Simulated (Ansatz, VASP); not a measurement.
**BN: VASP beside Ansatz**

Contents of INCAR:

```
SYSTEM = BN
  PREC = Accurate
  ENCUT = 520
  EDIFF = 1E-6
  ISMEAR = 0
  SIGMA = 0.05
  LREAL = .FALSE.
  LASPH = .TRUE.
  NELM = 80
  ALGO = Normal
  ISIF = 2
  LWAVE = .FALSE.
  LCHARG = .FALSE.
  GGA = PE
  IVDW = 12
  NBANDS = 11
```

File KPOINTS:

```
regular mesh
0
G
  12 12 12
  0 0 0
```

POSCAR

```
BN
1.0
    0.0000000000      3.5148050044      2.1688319106
    1.2538424675      0.0000000000      2.1688319106
    1.2538424675      3.5148050044      0.0000000000
B N
1 1
Direct
    0.0001068737      0.0001068737      0.9998931263
    0.6665931163      0.6665931163      0.3334068837
```

Input for Ansatz:

```yaml
crystal:
  lattice:
    - [0.0, 3.5148050044, 2.1688319106]
    - [1.2538424675, 0.0, 2.1688319106]
    - [1.2538424675, 3.5148050044, 0.0]
  atoms:
    - { symbol: B, position: [0.0001068737, 0.0001068737, 0.9998931263] }
    - { symbol: "N", position: [0.6665931163, 0.6665931163, 0.3334068837] }
basis:
  ecutwfc: 420
kpoints:
  mp_grid: { grid: [12, 12, 12] }
hamiltonian:
  xc: pbe
  dispersion: d3bj
scf:
  occupations: { method: gaussian, width: 0.05 }
output:
  forces: true
  stress: true
  eigenvalues: true
```

Change from the starting cell: strain +0.0525 x Voigt [0, 1, 0, 0, 0, 0], atoms carried along.

Alike in both runs: task single point; functional PBE; dispersion D3(BJ); k mesh 12 × 12 × 12; occupations gaussian, width 0.05 eV; no spin polarisation.

|  | VASP | Ansatz |
| --- | --- | --- |
| version | VASP 6.6.1 | Ansatz 0.2.0 |
| potentials or method | VASP PAW PBE potentials, release 64 (B, N), cutoff 520 eV | scalar-relativistic, plane waves, PAW |
| valence electrons in the cell | 8 | 8 |

```csv
,VASP,Ansatz,Ansatz less VASP
gap on the k mesh at the Fermi level (eV),3.86,3.87,+0.008
least direct gap on the mesh (eV),4.54,4.55,+0.003
pressure (GPa),-0.2,-0.2,-0.06
"traceless stress, the component that is largest in VASP (GPa)",-1.05,-0.84,+0.205
rms of the force components (eV/Å),0.003,0.003,+0.0001
```

Atom by atom the forces differ by 0.000 eV/Å (rms over components).
